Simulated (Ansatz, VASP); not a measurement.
## Two plane-wave programs on In

File INCAR:

```
PREC = Accurate
ENCUT = 520
EDIFF = 1E-6
ISMEAR = 0
SIGMA = 0.15
LREAL = F
LASPH = T
NELM = 80
ALGO = Fast
ISIF = 2
LWAVE = F
LCHARG = T
LELF = T
LVHAR = T
NBANDS = 12
```

Contents of KPOINTS:

```
regular mesh
0
Gamma
  22 22 22
```

The input POSCAR:

```
In
1.0
   -1.5116939333      1.5116939333      2.4713172422
    1.5116939333     -1.5116939333      2.4713172422
    1.5116939333      1.5116939333     -2.4713172422
In
1
Direct
    0.0000000000      0.0000000000      0.0000000000
```

Input for Ansatz:

```yaml
crystal:
  lattice:
    - [-1.5116939333, 1.5116939333, 2.4713172422]
    - [1.5116939333, -1.5116939333, 2.4713172422]
    - [1.5116939333, 1.5116939333, -2.4713172422]
  atoms:
    - { symbol: In, position: [0.0, 0.0, 0.0] }
basis:
  ecutwfc: 420
kpoints:
  mp_grid: { grid: [22, 22, 22] }
hamiltonian:
  xc: lda
  pseudopotentials: { kind: paw }
scf:
  occupations: { method: gaussian, width: 0.15 }
output:
  forces: true
  stress: true
  eigenvalues: true
  write_density: true
  write_potential: true
  elf: true
  volumetric_format: npy
```

Alike in both runs: task single point; functional LDA; k mesh 22 × 22 × 22; occupations gaussian, width 0.15 eV; no spin polarisation.

|  | VASP | Ansatz |
| --- | --- | --- |
| version | VASP 6.6.1 | Ansatz 0.2.0 |
| potentials or method | VASP PAW LDA potentials, release 64 (In_d), cutoff 520 eV | scalar-relativistic, plane waves, PAW |
| valence electrons in the cell | 13 | 13 |

|  | VASP | Ansatz | Ansatz less VASP |
| --- | --- | --- | --- |
| gap on the k mesh at the Fermi level (eV) | none | none | - |
| pressure (GPa) | 5.4 | 5.3 | -0.09 |
| traceless stress, the component that is largest in VASP (GPa) | -0.88 | -0.85 | +0.030 |

LDA's correlation is that of Perdew and Zunger in VASP and of Perdew and Wang (1992) in Ansatz. A gap of «none» marks a metal or a gap that the smearing closes.
